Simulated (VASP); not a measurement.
# Ga3Sb (I4/mmm) in VASP: a series of runs

Ga3Sb is run at these levels: PBE+D3(BJ); tasks: single point.

Everything below comes from runs of VASP 6.6.1. Logs are shortened: lines on timing, memory, paths and dates and some standing lists are left out, and cuts for length are marked.

## 1. The cell of the first run

The structure is tetragonal, space group I4/mmm (No. 139). Conventional cell: a = 4.433 Å, b = 4.433 Å, c = 8.159 Å, α = 90.00°, β = 90.00°, γ = 90.00°. Within 4.1 Å of Ga (site symmetry -4m2) lie 10 Ga at 3.01 to 4.08 Å and 4 Sb at 3.01 Å. Within 4.1 Å of Ga (site symmetry 4/mmm) lie 8 Ga at 3.01 Å and 6 Sb at 3.13 to 4.08 Å. Sb (site symmetry 4/mmm) has 14 Ga at 3.01 to 4.08 Å within 4.1 Å.

## 2. Single point, PBE+D3(BJ) (20.04 Å³/atom)

INCAR reads:

```
SYSTEM = Ga3Sb
  PREC = Accurate
  ENCUT = 520
  EDIFF = 1E-6
  ISMEAR = 0
  SIGMA = 0.15
  LREAL = .False.
  LASPH = .True.
  NELM = 100
  ALGO = Fast
  ISIF = 2
  LWAVE = .False.
  LCHARG = .False.
  GGA = PE
  IVDW = 12
  NBANDS = 30
```

KPOINTS reads:

```
Automatic mesh
0
Gamma
  14 14 14
  0 0 0
```

POSCAR reads:

```
Ga3Sb
1.0
   -2.2165837056      2.2165837056      4.0793827375
    2.2165837056     -2.2165837056      4.0793827375
    2.2165837056      2.2165837056     -4.0793827375
Ga Sb
3 1
Direct
    0.7500000000      0.2500000000      0.5000000000
    0.2500000000      0.7500000000      0.5000000000
    0.5000000000      0.5000000000      0.0000000000
    0.0000000000      0.0000000000      0.0000000000
```

Potentials or basis: VASP PAW PBE potentials, release 64 (Ga_d, Sb).

On the command line:

```bash
cat potpaw_PBE.64/Ga_d/POTCAR potpaw_PBE.64/Sb/POTCAR > POTCAR
mpirun -np 1 vasp_std > vasp.out
```

OUTCAR:

```text
SYSTEM = Ga3Sb
   PREC = Accurate
   ENCUT = 520
   EDIFF = 1E-6
   ISMEAR = 0
   LREAL = .False.
   LASPH = .True.
   NELM = 100
   ISIF = 2
   GGA = PE
   IVDW = 12
 IVDW          = 12

 ion  position               nearest neighbor table
   1  0.750  0.250  0.500-   4 3.01   4 3.01   4 3.01   4 3.01
   2  0.250  0.750  0.500-   4 3.01   4 3.01   4 3.01   4 3.01
   3  0.500  0.500  0.000-   4 3.13   4 3.13   4 3.13   4 3.13
   4  0.000  0.000  0.000-   1 3.01   2 3.01   1 3.01   2 3.01   1 3.01   2 3.01   1 3.01   2 3.01
                             3 3.13   3 3.13   3 3.13   3 3.13

  LATTYP: Found a body centered tetragonal cell.
 ALAT       =     4.4331674112
 C/A-ratio  =     1.8403919181

  Lattice vectors:

 A1 = (  -2.2165837056,   2.2165837056,   4.0793827375)
 A2 = (   2.2165837056,  -2.2165837056,   4.0793827375)
 A3 = (   2.2165837056,   2.2165837056,  -4.0793827375)

Analysis of symmetry for initial positions (statically):
=====================================================================
 Subroutine PRICEL returns:
 Original cell was already a primitive cell.

 Routine SETGRP: Setting up the symmetry group for a
 body centered tetragonal supercell.

 Subroutine GETGRP returns: Found 16 space group operations
 (whereof 16 operations were pure point group operations)
 out of a pool of 16 trial point group operations.

The static configuration has the point symmetry D_4h.

Analysis of symmetry for dynamics (positions and initial velocities):
=====================================================================
 Subroutine PRICEL returns:
 Original cell was already a primitive cell.

 Routine SETGRP: Setting up the symmetry group for a
 body centered tetragonal supercell.

 Subroutine GETGRP returns: Found 16 space group operations
 (whereof 16 operations were pure point group operations)
 out of a pool of 16 trial point group operations.

The dynamic configuration has the point symmetry D_4h.

 Subroutine INISYM returns: Found 16 space group operations
 (whereof 16 operations are pure point group operations),
 and found     1 'primitive' translations

----------------------------------------------------------------------------------------

                                     Primitive cell

  volume of cell :      80.1720

  direct lattice vectors                    reciprocal lattice vectors
    -2.216583706  2.216583706  4.079382737     0.000000000  0.225572352  0.122567563
     2.216583706 -2.216583706  4.079382737     0.225572352  0.000000000  0.122567563
     2.216583706  2.216583706 -4.079382737     0.225572352  0.225572352  0.000000000

  length of vectors
     5.144691455  5.144691455  5.144691455     0.256721042  0.256721042  0.319007480

  position of ions in fractional coordinates (direct lattice)
     0.750000000  0.250000000  0.500000000
     0.250000000  0.750000000  0.500000000
     0.500000000  0.500000000  0.000000000
     0.000000000  0.000000000  0.000000000

  ion indices of the primitive-cell ions
   primitive index   ion index
                 1           1
                 2           2
                 3           3
                 4           4

----------------------------------------------------------------------------------------

 KPOINTS: Automatic mesh

Automatic generation of k-mesh.
 Grid dimensions read from file:
 generate k-points for:   14   14   14

 Generating k-lattice:

  Cartesian coordinates                     Fractional coordinates (reciprocal lattice)
     0.000000000  0.016112311  0.008754826     0.071428571  0.000000000  0.000000000
     0.016112311  0.000000000  0.008754826     0.000000000  0.071428571  0.000000000
     0.016112311  0.016112311  0.000000000     0.000000000  0.000000000  0.071428571

  Length of vectors
     0.018337217  0.018337217  0.022786249

  Shift w.r.t. Gamma in fractional coordinates (k-lattice)
     0.000000000  0.000000000  0.000000000

 Subroutine IBZKPT returns following result:
 ===========================================

 Found    244 irreducible k-points:

 Following reciprocal coordinates:
            Coordinates               Weight
  0.000000  0.000000  0.000000      1.000000
  0.071429  0.000000  0.000000      8.000000
  0.142857  0.000000 -0.000000      8.000000
  0.214286 -0.000000  0.000000      8.000000
  0.285714 -0.000000  0.000000      8.000000
  0.357143  0.000000  0.000000      8.000000
[... 16 lines left out ...]
  0.214286  0.142857 -0.000000     16.000000
  0.285714  0.142857  0.000000     16.000000
 [... further k-points ...]
   k-points           NKPTS =    244   k-points in BZ     NKDIM =    244   number of bands    NBANDS=     30
   number of dos      NEDOS =    301   number of ions     NIONS =      4
   total plane-waves  NPLWV =  64000
   dimension x,y,z NGX =    40 NGY =   40 NGZ =   40
   dimension x,y,z NGXF=    80 NGYF=   80 NGZF=   80
   ions per type =               3   1
   NGX,Y,Z   is equivalent  to a cutoff of  12.93, 12.93, 12.93 a.u.
   NGXF,Y,Z  is equivalent  to a cutoff of  25.85, 25.85, 25.85 a.u.
 SYSTEM =  Ga3Sb
   PREC   = accura    normal or accurate (medium, high low for compatibility)
   ISTART =      0    job   : 0-new  1-cont  2-samecut
   ICHARG =      2    charge: 1-file 2-atom 10-const
   ISPIN  =      1    spin polarized calculation?
   LNONCOLLINEAR =      F non collinear calculations
   LSORBIT =      F    spin-orbit coupling
   LASPH  =      T    aspherical Exc in radial PAW
   ENCUT  =  520.0 eV  38.22 Ry    6.18 a.u.   9.57  9.57  9.57*2*pi/ulx,y,z
   NELM   =    100;   NELMIN=  2; NELMDL= -5     # of ELM steps
   EDIFF  = 0.1E-05   stopping-criterion for ELM
   LREAL  =      F    real-space projection
   EDIFFG = 0.1E-04   stopping-criterion for IOM
   NSW    =      0    number of steps for IOM
   IBRION =     -1    ionic relax: 0-MD 1-quasi-New 2-CG
   NFREE  =      0    steps in history (QN), initial steepest desc. (CG)
   ISIF   =      2    stress and relaxation
   ISYM   =      2    0-nonsym 1-usesym 2-fastsym
   POTIM  = 0.5000    time-step for ionic-motion
   TEBEG  =    0.0;   TEEND  =   0.0 temperature during run
   PSTRESS=    0.0 pullay stress
   NELECT =      44.0000    total number of electrons
   NUPDOWN=      -1.0000    fix difference up-down
   EMIN   =  10.00;   EMAX   =-10.00  energy-range for DOS
   EFERMI =   0.00;   METHOD = LEGACY
   ISMEAR =     0;   SIGMA  =   0.15  broadening in eV -4-tet -1-fermi 0-gaus
   EFERMI_NEDOS =   21; number of points for ismear=-14 and -15
   IALGO  =     68    algorithm
   IMIX   =      4    mixing-type and parameters
     AMIX     =   0.40;   BMIX     =  1.00
     AMIX_MAG =   1.60;   BMIX_MAG =  1.00
  volume/ion in A,a.u.               =      20.04       135.26
  Fermi-wavevector in a.u.,A,eV,Ry     =   1.340350  2.532894 24.443377  1.796538
  Thomas-Fermi vector in A             =   2.468670
   LORBIT       =      0    0 simple, 1 ext, 2 COOP (PROOUT), +10 PAW based schemes
   GGA     = PE    functional components
   LHFCALC =     F    Hartree Fock is set to
   AEXX    =    0.0000 exact exchange contribution
   IVDW    =    12    specifies the selected vdW correction
   LEPSILON=     F    determine dielectric tensor
   LRPA    =     F    only Hartree local field effects (RPA)
 non-spin polarized calculation
 RMM-DIIS sequential band-by-band and
 Gauss-broadening in eV      SIGMA  =   0.15
  energy-cutoff  :      520.00
  volume of cell :       80.17
 maximum number of plane-waves:      2177
 NGX is ok and might be reduce to    40
   NGX = 19   NGY = 19   NGZ = 19

 number of electron      44.0000028 magnetization

 Free energy of the ion-electron system (eV)
  ---------------------------------------------------
  ext. energy  EPLUGINS =         0.00000000
  ---------------------------------------------------
  free energy    TOTEN  =       -12.47094799 eV

  energy without entropy =      -12.45589459  energy(sigma->0) =      -12.46342129

 E-fermi :   7.0372     XC(G=0): -10.9526

 val. band max:        7.0309492611   @ k =   0.4286   0.2143   0.0000
 cond. band min:       7.0405032576   @ k =  -0.1429  -0.1429   0.0714
 fundamental gap:      0.0095539965
 Fermi energy:         7.0372067389

 k-point     1 :       0.0000    0.0000    0.0000
  band No.  band energies     occupation
      1      -8.0117      2.00000
      2      -7.9810      2.00000
      3      -7.9556      2.00000
      4      -7.9341      2.00000
      5      -7.9341      2.00000
      6      -7.9224      2.00000
[... 22 lines left out ...]
     29      13.2219      0.00000
     30      13.4859      0.00000

 k-point     2 :       0.0714    0.0000    0.0000
  band No.  band energies     occupation
      1      -8.0090      2.00000
      2      -7.9802      2.00000
      3      -7.9562      2.00000
      4      -7.9414      2.00000
      5      -7.9368      2.00000
      6      -7.9187      2.00000
[... 22 lines left out ...]
     29      13.5675      0.00000
     30      13.8349      0.00000

 k-point     3 :       0.1429    0.0000   -0.0000
  band No.  band energies     occupation
      1      -8.0013      2.00000
      2      -7.9799      2.00000
      3      -7.9549      2.00000
      4      -7.9524      2.00000
      5      -7.9388      2.00000
      6      -7.9127      2.00000
[... 22 lines left out ...]
     29      14.4121      0.00000
     30      14.6887      0.00000

 k-point     4 :       0.2143   -0.0000    0.0000
  band No.  band energies     occupation
      1      -7.9890      2.00000
      2      -7.9810      2.00000
      3      -7.9629      2.00000
      4      -7.9474      2.00000
      5      -7.9388      2.00000
      6      -7.9054      2.00000
[... 616 lines left out ...]
     29      13.5042      0.00000
     30      13.8083      0.00000

 k-point    23 :       0.2143    0.1429   -0.0000
  band No.  band energies     occupation
      1      -7.9996      2.00000
      2      -7.9781      2.00000
      3      -7.9633      2.00000
      4      -7.9500      2.00000
      5      -7.9270      2.00000
      6      -7.9138      2.00000
[... 22 lines left out ...]
     29      12.2263      0.00000
     30      14.3765      0.00000

 k-point    24 :       0.2857    0.1429    0.0000
  band No.  band energies     occupation
      1      -8.0002      2.00000
      2      -7.9680      2.00000
      3      -7.9629      2.00000
      4      -7.9400      2.00000
      5      -7.9300      2.00000
      6      -7.8991      2.00000
[... 22 lines left out ...]
     29      12.7041      0.00000
     30      14.8008      0.00000

 [... further k-points ...]

------------------------ aborting loop because EDIFF is reached ----------------------------------------

 Edisp (eV)   -1.48939

 E8    (eV) :    -0.6919

  FORCE on cell =-STRESS in cart. coord.  units (eV):
  Direction    XX          YY          ZZ          XY          YZ          ZX
  --------------------------------------------------------------------------------------
  -------------------------------------------------------------------------------------
  Total       1.18245     1.18245     1.10546     0.00000    -0.00000     0.00000
  in kB      23.63042    23.63042    22.09178     0.00000    -0.00000     0.00000
  external pressure =       23.12 kB  Pullay stress =        0.00 kB

 VOLUME and BASIS-vectors are now :
 -----------------------------------------------------------------------------
  energy-cutoff  :      520.00
  volume of cell :       80.17
      direct lattice vectors                 reciprocal lattice vectors
    -2.216583706  2.216583706  4.079382737     0.000000000  0.225572352  0.122567563
     2.216583706 -2.216583706  4.079382737     0.225572352  0.000000000  0.122567563
     2.216583706  2.216583706 -4.079382737     0.225572352  0.225572352  0.000000000

 POSITION                                       TOTAL-FORCE (eV/Angst)
 -----------------------------------------------------------------------------------
     -0.00000      2.21658      2.03969         0.000000     -0.000000      0.000000
      2.21658     -0.00000      2.03969        -0.000000      0.000000     -0.000000
      0.00000      0.00000      4.07938         0.000000      0.000000     -0.000000
      0.00000      0.00000      0.00000         0.000000      0.000000     -0.000000
 -----------------------------------------------------------------------------------
    total drift:                               -0.000000     -0.000000      0.000000

  FREE ENERGIE OF THE ION-ELECTRON SYSTEM (eV)
  ---------------------------------------------------
  free  energy   TOTEN  =       -13.9603352000 eV

  energy  without entropy=      -13.9452818057  energy(sigma->0) =      -13.95280850
```

Wall time 17 min (1 thread of Oxide Virtual Turin-like, shared host); peak memory 0.58 GiB.

Results:

| Property | Result |
| --- | --- |
| Free energy | -13.9603 eV |
| Pressure | 2.3 GPa |
| Band gap on the k mesh | zero (bands 22 and 23 overlap by 4.78 eV) |
| Dispersion energy per atom | -0.372 eV |

Caveat: spin-orbit coupling is left out, which moves the levels of the heavy elements.

## 3. Single point, PBE+D3(BJ) (21.71 Å³/atom)

This run uses another cell than the first one, of 21.71 Å³/atom.

INCAR reads:

```
SYSTEM = Ga3Sb
PREC = Accurate ; ENCUT = 520
EDIFF = 1E-6 ; ISMEAR = 0
SIGMA = 0.15 ; LREAL = .FALSE.
LASPH = .TRUE. ; NELM = 80
ALGO = Fast ; ISIF = 2
LWAVE = .FALSE. ; LCHARG = .FALSE.
GGA = PE ; IVDW = 12
NBANDS = 30
```

KPOINTS reads:

```
Automatic mesh
0
G
  14 14 14
  0 0 0
```

POSCAR reads:

```
Ga3Sb
1.0
   -2.2085368293      2.2085368293      4.4517476868
    2.2085368293     -2.2085368293      4.4517476868
    2.2085368293      2.2085368293     -4.4517476868
Ga Sb
3 1
Direct
    0.7500000000      0.2500000000      0.5000000000
    0.2500000000      0.7500000000      0.5000000000
    0.5000000000      0.5000000000      0.0000000000
    0.0000000000      0.0000000000      0.0000000000
```

Potentials or basis: VASP PAW PBE potentials, release 64 (Ga_d, Sb).

On the command line:

```bash
cat potpaw_PBE.64/Ga_d/POTCAR potpaw_PBE.64/Sb/POTCAR > POTCAR
mpirun -np 1 vasp_std > vasp.out
```

Wall time 16 min (1 thread of Oxide Virtual Turin-like, shared host); peak memory 0.6 GiB.

It converged, with:

| Quantity | Value |
| --- | --- |
| Free energy | -13.9494 eV |
| Pressure | -1.9 GPa |
| Band gap on the k mesh | zero (bands 22 and 23 overlap by 4.47 eV) |
| Dispersion energy per atom | -0.343 eV |

Stress tensor (GPa, compression positive):
```
-1.79  0.00  0.00
 0.00 -1.79  0.00
 0.00  0.00 -2.02
```

Levels at points of the mesh, in eV from the Fermi level:
```csv
k point,band 20,band 21,band 22,band 23,band 24,band 25
"(0.00, 0.00, 0.00)",-2.25,-1.82,-1.82,-0.40,-0.40,0.57
"(0.50, 0.00, 0.00)",-1.29,-0.87,-0.55,0.07,1.86,3.12
"(0.50, 0.50, 0.00)",-4.72,-4.21,0.23,0.61,0.75,1.39
"(0.50, 0.50, 0.50)",-3.27,-2.93,2.44,3.27,3.27,3.96
```

Caveat: spin-orbit coupling is left out, which moves the levels of the heavy elements.

## 4. Single point, PBE+D3(BJ) (22.55 Å³/atom)

This run uses another cell than the first one, of 22.55 Å³/atom.

INCAR reads:

```
PREC = Accurate
ENCUT = 520
EDIFF = 1E-7
ISMEAR = 0
SIGMA = 0.15
LREAL = F
LASPH = T
NELM = 100
ALGO = Fast
ISIF = 2
LWAVE = F
LCHARG = F
GGA = PE
IVDW = 12
NBANDS = 30
```

KPOINTS reads:

```
Automatic mesh
0
Gamma
  14 14 14
```

POSCAR reads:

```
Ga3Sb
1.0
   -2.1696802862      2.1696802862      4.7900031678
    2.1696802862     -2.1696802862      4.7900031678
    2.1696802862      2.1696802862     -4.7900031678
Ga Sb
3 1
Direct
    0.7500000000      0.2500000000      0.5000000000
    0.2500000000      0.7500000000      0.5000000000
    0.5000000000      0.5000000000      0.0000000000
    0.0000000000      0.0000000000      0.0000000000
```

On the command line:

```bash
cat potpaw_PBE.64/Ga_d/POTCAR potpaw_PBE.64/Sb/POTCAR > POTCAR
mpirun -np 1 vasp_std > vasp.out
```

Run time: 25 min. Hardware: 1 thread of Oxide Virtual Turin-like, shared host; peak memory 0.64 GiB.

The run converged. Its results:

| Item | Value |
| --- | --- |
| Free energy | -13.8817 eV |
| Pressure | -3.5 GPa |
| Band gap on the k mesh | zero (bands 22 and 23 overlap by 4.18 eV) |
| Dispersion energy per atom | -0.330 eV |

Stress tensor (GPa, compression positive):
```
-3.31  0.00  0.00
 0.00 -3.31  0.00
 0.00  0.00 -3.86
```

Levels at points of the mesh, in eV from the Fermi level:
```csv
k point,band 19,band 20,band 21,band 22,band 23,band 24,band 25,band 26
"(0.00, 0.00, 0.00)",-3.00,-1.95,-1.69,-1.69,-0.21,-0.21,1.02,1.30
"(0.50, 0.00, 0.00)",-4.97,-0.86,-0.52,-0.18,0.54,1.52,2.78,3.21
"(0.50, 0.50, 0.00)",-5.07,-4.56,-3.94,-0.66,-0.05,0.30,1.10,6.39
"(0.50, 0.50, 0.50)",-2.81,-2.81,-2.42,2.02,2.61,2.61,3.89,3.92
```

Caveat: the cell stands under tension; spin-orbit coupling is left out, which moves the levels of the heavy elements.

## 5. Summary

| cell | further INCAR settings | gap on the mesh (eV) | pressure (GPa) |
| --- | --- | --- | --- |
| a = 5.145 Å, angles 129.0, 129.0, 75.1°, 4 atoms | ALGO = Fast; EDIFF = 1e-06; NBANDS = 30 | none | 2.3 |
| a = 5.438 Å, angles 132.1, 132.1, 70.1°, 4 atoms | ALGO = Fast; EDIFF = 1e-06; NBANDS = 30 | none | -1.9 |
| a = 5.689 Å, angles 135.2, 135.2, 65.3°, 4 atoms | ALGO = Fast; EDIFF = 1e-07; NBANDS = 30 | none | -3.5 |

Alike in all rows: task single point; level PBE+D3(BJ); potentials or basis VASP PAW PBE potentials, release 64 (Ga_d, Sb); no spin polarisation; k mesh 14 × 14 × 14; cutoff (eV) 520; smearing gaussian 0.15 eV.

Caveats: spin-orbit coupling is left out, which moves the levels of the heavy elements; the cell stands under tension (at least some runs).

Total energies depend on the potentials used, so only differences within one code and one set of settings carry meaning.

The gap in the log of VASP goes by the Fermi energy; the results here count the filled bands.